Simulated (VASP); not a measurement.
Set up this calculation in VASP 6.6.1, as the native input.

```yaml
Task: single point
Functional: r2SCAN50
Potentials_or_basis: VASP PAW PBE potentials, release 64 (Sb)
Cutoff: 520 eV
k_mesh: 5 × 5 × 5
Occupations: fermi-dirac, width 0.05 eV
Spin: no spin polarisation
Dipole_correction: no
Grid_for_exact_exchange_PRECFOCK: Normal
Further_INCAR_settings: ALGO = Normal; EDIFF = 1e-06; NBANDS = 8
Share_of_exact_exchange: 0.5
```

The system is Sb.

```
CELL_PARAMETERS angstrom
0.00000 2.37124 2.37124
2.37124 0.00000 2.37124
2.37124 2.37124 0.00000
ATOMIC_POSITIONS crystal
Sb 0.00000 0.00000 0.00000
```

This isn't the form of Sb at room conditions, which is rhombohedral.

One way to write it, as run:

POSCAR

```
Sb
1.0
    0.0000000000      2.3712425216      2.3712425216
    2.3712425216      0.0000000000      2.3712425216
    2.3712425216      2.3712425216      0.0000000000
Sb
1
Direct
    0.0000000000      0.0000000000      0.0000000000
```

INCAR.step1

```
ALGO     = Normal         # electronic algorithm
EDIFF    = 1E-5           # SCF threshold, eV
ENCUT    = 520            # plane-wave cutoff, eV
GGA      = PE             # functional
ISIF     = 2              # what is computed and relaxed
ISMEAR   = -1             # smearing method
LASPH    = True           # aspherical terms in the spheres
LCHARG   = False          # write CHGCAR
LREAL    = False          # projectors in reciprocal space
LWAVE    = True           # write WAVECAR
NBANDS   = 8              # bands
NELM     = 80             # most SCF steps
PREC     = Accurate       # precision mode
SIGMA    = 0.05           # smearing width, eV
```

INCAR.step2

```
AEXX     = 0.5            # exact-exchange fraction
ALGO     = Normal         # electronic algorithm
EDIFF    = 1E-6           # SCF threshold, eV
ENCUT    = 520            # plane-wave cutoff, eV
ISIF     = 2              # what is computed and relaxed
ISMEAR   = -1             # smearing method
ISTART   = 1            
LASPH    = True           # aspherical terms in the spheres
LCHARG   = False          # write CHGCAR
LHFCALC  = True           # exact exchange
LMIXTAU  = True         
LREAL    = False          # projectors in reciprocal space
LWAVE    = False          # write WAVECAR
METAGGA  = R2SCAN         # meta-GGA
NBANDS   = 8              # bands
NELM     = 80             # most SCF steps
PREC     = Accurate       # precision mode
PRECFOCK = Normal       
SIGMA    = 0.05           # smearing width, eV
```

KPOINTS

```
k-points
0
Gamma
  5 5 5
```

Potentials or basis: VASP PAW PBE potentials, release 64 (Sb).

Launch:

```sh
$ cat potpaw_PBE.64/Sb/POTCAR > POTCAR
$ cp INCAR.step1 INCAR
$ mpirun -np 1 vasp_std > vasp.out
$ cp INCAR.step2 INCAR
$ mpirun -np 1 vasp_std > vasp.out
```

It gave:

* Pressure: -5.8 GPa
* Band gap on the k mesh: zero (an odd number of electrons rules out a gap without spin polarisation)

Caveat: the k points lie up to 0.46 Å⁻¹ apart, too coarse for converged energies and pressures of a metal; the PAW data sets were made with another functional, which shifts forces and pressure a little; spin-orbit coupling is left out, which moves the levels of the heavy elements.

Run time: 2.1 min on 1 thread of Intel(R) Xeon(R) Platinum 8488C (Sapphire Rapids) (shared host), peak memory 0.16 GiB.
